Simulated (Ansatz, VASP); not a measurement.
**Hg in VASP and in Ansatz**

The input INCAR:

```
  PREC = Accurate
  ENCUT = 520
  EDIFF = 1E-6
  ISMEAR = 0
  SIGMA = 0.15
  LREAL = False
  LASPH = True
  NELM = 60
  ALGO = Normal
  ISIF = 2
  LWAVE = False
  LCHARG = False
  GGA = PE
  IVDW = 12
  NBANDS = 19
```

KPOINTS

```
Automatic mesh
0
Gamma
  15 15 8
```

POSCAR

```
Hg
1.0
    3.2963000000      0.0000000000      0.0000000000
   -1.6481500000      2.8546795385      0.0000000000
    0.0000000000      0.0000000000      4.9690000000
Hg
2
Direct
    0.6666666667      0.3333333333      0.7500000000
    0.3333333333      0.6666666667      0.2500000000
```

Input for Ansatz:

```yaml
crystal:
  lattice:
    - [3.2963, 0.0, 0.0]
    - [-1.64815, 2.8546795385, 0.0]
    - [0.0, 0.0, 4.969]
  atoms:
    - { symbol: Hg, position: [0.6666666667, 0.3333333333, 0.75] }
    - { symbol: Hg, position: [0.3333333333, 0.6666666667, 0.25] }
basis:
  ecutwfc: 420
kpoints:
  mp_grid: { grid: [15, 15, 8] }
hamiltonian:
  xc: pbe
  dispersion: d3bj
scf:
  occupations: { method: gaussian, width: 0.15 }
output:
  forces: true
  stress: true
  eigenvalues: true
```

Alike in both runs: task single point; functional PBE; dispersion D3(BJ); k mesh 15 × 15 × 8; occupations gaussian, width 0.15 eV; no spin polarisation.

```csv
,VASP,Ansatz
version,VASP 6.6.1,Ansatz 0.2.0
potentials or method,"VASP PAW PBE potentials, release 64 (Hg), cutoff 520 eV","scalar-relativistic, plane waves, PAW"
valence electrons in the cell,24,40
```

|  | VASP | Ansatz | Ansatz less VASP |
| --- | --- | --- | --- |
| gap on the k mesh at the Fermi level (eV) | none | none | - |
| pressure (GPa) | 2.8 | 2.5 | -0.34 |
| traceless stress, the component that is largest in VASP (GPa) | 0.52 | 0.44 | -0.080 |

A gap of «none» marks a metal or a gap that the smearing closes. VASP's potentials hold 24 valence electrons a cell and Ansatz's 40, so a difference there can come from the potentials and not from the codes.

Spin-orbit coupling is off throughout.
